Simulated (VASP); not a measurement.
Input of a VASP 6.6.1 run:

INCAR

```
PREC     = Accurate       # precision mode
ENCUT    = 820            # plane-wave cutoff, eV
EDIFF    = 1E-6           # SCF threshold, eV
ISMEAR   = 0              # smearing method
SIGMA    = 0.15           # smearing width, eV
LREAL    = F              # projectors in reciprocal space
LASPH    = T              # aspherical terms in the spheres
NELM     = 120            # most SCF steps
ALGO     = Normal         # electronic algorithm
ISIF     = 2              # what is computed and relaxed
LWAVE    = F              # write WAVECAR
LCHARG   = T              # write CHGCAR
GGA      = PS             # functional
LELF     = T              # ELF
LVHAR    = T            
NBANDS   = 16             # bands
GGA_COMPAT= F
```

Contents of KPOINTS:

```
regular mesh
0
Gamma
  28 28 28
```

POSCAR

```
Cu
1.0
    0.0000000000      1.6926017084      1.8262281590
    1.6926017084      0.0000000000      1.8262281590
    1.6926017084      1.6926017084      0.0000000000
Cu
1
Direct
    0.0000000000      0.0000000000      0.0000000000
```

Potentials or basis: VASP PAW PBE potentials, release 64 (Cu_sv_GW).

Run with:

```bash
$ cat potpaw_PBE.64/Cu_sv_GW/POTCAR > POTCAR
$ mpirun -np 1 vasp_std > vasp.out
```

Task: What does it give for the band gap on the k mesh?

Result: Zero (an odd number of electrons rules out a gap without spin polarisation).

Task: Predict the pressure.

Result: 15.0 GPa.

Stress tensor (GPa, compression positive):
```
17.75  0.00  0.00
 0.00 17.75  0.00
 0.00  0.00  9.58
```

Caveat: the cell differs from its parent crystal (strain -0.050 along x and y, +0.025 along z); the stress differs along the axes, from 10 to 18 GPa; the PAW data sets were made with another functional, which shifts forces and pressure a little.
